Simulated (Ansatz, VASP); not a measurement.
This is a calculation of TiTe2 for Ansatz 0.2.0.

Contents of input.yaml:

```yaml
crystal:
  lattice:
    - [3.777, 0.0, 0.0]
    - [-1.8885, 3.2709779501, 0.0]
    - [0.0, 0.0, 6.498]
  atoms:
    - { symbol: Te, position: [0.3333333333, 0.6666666667, 0.7372] }
    - { symbol: Te, position: [0.6666666667, 0.3333333333, 0.2628] }
    - { symbol: Ti, position: [0.0, 0.0, 0.0] }
hamiltonian:
  xc: pbe
  pseudopotentials: { kind: paw }
  dispersion: d4
kpoints:
  mp_grid: { grid: [8, 8, 4] }
scf:
  occupations: { method: fermi_dirac, width: 0.05 }
output:
  forces: true
  stress: true
  eigenvalues: true
relax:
  f_tol: 0.01
  max_steps: 40
  cell: { stress_tol: 0.05 }
```

Potentials or basis: Ansatz PAW.

Run with:

```console
$ ansatz run input.yaml --threads 2 --pin off --max-ram 5632MiB --backend cpu --events-out ev --progress --plain --runs-dir out
```

Question: Translate it to VASP 6.6.1. Potentials there: VASP PAW PBE potentials, release 64 (Te, Ti_sv).

Answer: As run (the cutoff follows the program's own potentials):

File INCAR:

```
SYSTEM = TiTe2
PREC = Accurate
ENCUT = 600
EDIFF = 1E-7
ISMEAR = -1
SIGMA = 0.05
LREAL = .False.
LASPH = .True.
NELM = 60
ALGO = Normal
ISIF = 3
LWAVE = .False.
LCHARG = .False.
GGA = PE
IVDW = 13
IBRION = 2
NSW = 60
EDIFFG = -0.01
```

KPOINTS

```
Automatic mesh
0
Gamma
  8 8 4
  0 0 0
```

File POSCAR:

```
TiTe2
1.0
    3.7770000000      0.0000000000      0.0000000000
   -1.8885000000      3.2709779501      0.0000000000
    0.0000000000      0.0000000000      6.4980000000
Te Ti
2 1
Direct
    0.3333333333      0.6666666667      0.7372000000
    0.6666666667      0.3333333333      0.2628000000
    0.0000000000      0.0000000000      0.0000000000
```

Potentials or basis: VASP PAW PBE potentials, release 64 (Te, Ti_sv).

Run with:

```bash
$ cat potpaw_PBE.64/Te/POTCAR potpaw_PBE.64/Ti_sv/POTCAR > POTCAR
$ mpirun -np 1 vasp_std > vasp.out
```

Both were run:

|  | VASP | Ansatz | Ansatz less VASP |
| --- | --- | --- | --- |
| gap on the k mesh at the Fermi level, each at its own relaxed structure (eV) | none | none | - |
| relaxed volume (Å³/atom) | 25.68 | 25.71 | +0.037 |
| relaxed cell length with the largest relative difference (Å) | 6.399 | 6.408 | +0.0087 |

A gap of «none» marks a metal or a gap that the smearing closes. VASP's potentials hold 24 valence electrons a cell and Ansatz's 44, so a difference there can come from the potentials and not from the codes.

Neither program's run includes spin-orbit coupling. Noted on Ansatz's run: the plane-wave basis is chosen anew once the cell has moved, so the energies of steps on either side of that aren't comparable.
